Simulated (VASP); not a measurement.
Wanted: the native input for a VASP 6.6.1 run.

* Task: single point
* Functional: r2SCAN
* Potentials or basis: VASP PAW PBE potentials, release 64 (Cu)
* Cutoff: 520 eV
* k mesh: 20 × 20 × 20
* Occupations: gaussian, width 0.1 eV
* Spin: no spin polarisation
* Dipole correction: no
* Further INCAR settings: ALGO = Normal; EDIFF = 1e-06; NBANDS = 12

Cu:

```
Cu
1.0
     0.00000    1.78844    1.78844
     1.78844    0.00000    1.78844
     1.78844    1.78844    0.00000
Cu
1
Direct
  0.00000 0.00000 0.00000
```

These files were run (other wordings do the same):

POSCAR

```
Cu
1.0
    0.0000000000      1.7884399369      1.7884399369
    1.7884399369      0.0000000000      1.7884399369
    1.7884399369      1.7884399369      0.0000000000
Cu
1
Direct
    0.0000000000      0.0000000000      0.0000000000
```

INCAR.step1

```
ALGO = Normal ; EDIFF = 1E-4
ENCUT = 520 ; GGA = PE
ISMEAR = 0 ; LASPH = T
LCHARG = F ; LREAL = F
LWAVE = T ; NBANDS = 12
NELM = 80 ; PREC = Accurate
SIGMA = 0.1
```

INCAR.step2

```
ALGO = Normal ; EDIFF = 1E-6
ENCUT = 520 ; ISIF = 2
ISMEAR = 0 ; ISTART = 1
LASPH = T ; LCHARG = T
LELF = T ; LMIXTAU = T
LREAL = F ; LVHAR = T
LWAVE = F ; METAGGA = R2SCAN
NBANDS = 12 ; NELM = 80
PREC = Accurate ; SIGMA = 0.1
```

KPOINTS

```
k-points
0
Gamma
  20 20 20
```

Potentials or basis: VASP PAW PBE potentials, release 64 (Cu).

Launch:

```console
$ cat potpaw_PBE.64/Cu/POTCAR > POTCAR
$ cp INCAR.step1 INCAR
$ mpirun -np 1 vasp_std > vasp.out
$ cp INCAR.step2 INCAR
$ mpirun -np 1 vasp_std > vasp.out
```

Results of the run:

The pressure is 0.5 GPa.

Caveat: the PAW data sets were made with another functional, which shifts forces and pressure a little.

Wall time 53 s on 1 thread of Intel(R) Xeon(R) 6975P-C (Granite Rapids), on a shared host, peak memory 0.15 GiB.
